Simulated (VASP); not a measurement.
Set up this calculation in VASP 6.6.1, as the native input.

* Task: single point
* Functional: PBE
* Potentials or basis: VASP PAW PBE potentials, release 64 (Pt)
* Cutoff: 520 eV
* k mesh: 18 × 18 × 10
* Occupations: gaussian, width 0.15 eV
* Spin: no spin polarisation
* Dipole correction: no
* Further INCAR settings: ALGO = Normal; EDIFF = 1e-06; NBANDS = 17

The structure of Pt lies in POSCAR:

```
Pt
1.0
    2.7585396147      0.0000000000      0.0000000000
   -1.3792698074      2.3889653837      0.0000000000
    0.0000000000      0.0000000000      4.7216000000
Pt
2
Direct
    0.6666666667      0.3333333333      0.7500000000
    0.3333333333      0.6666666667      0.2500000000
```

One way to write it, as run:

INCAR

```
PREC = Accurate
ENCUT = 520
EDIFF = 1E-6
ISMEAR = 0
SIGMA = 0.15
LREAL = F
LASPH = T
NELM = 80
ALGO = Normal
ISIF = 2
LWAVE = F
LCHARG = F
GGA = PE
NBANDS = 17
```

KPOINTS

```
regular mesh
0
Gamma
  18 18 10
```

Potentials or basis: VASP PAW PBE potentials, release 64 (Pt).

The run is started by

```bash
$ cat potpaw_PBE.64/Pt/POTCAR > POTCAR
$ mpirun -np 1 vasp_std > vasp.out
```

It gave:

The pressure is 2.5 GPa and the band gap on the k mesh is zero (band 10 reaches 11.11 eV, above the bottom of band 11 at 9.82 eV).

Caveat: spin-orbit coupling is left out, which moves the levels of the heavy elements.

Wall time 32 s on 1 thread of Intel(R) Xeon(R) Platinum 8481C CPU @ 2.70GHz (Sapphire Rapids), with other jobs on the host, peak memory 0.23 GiB.
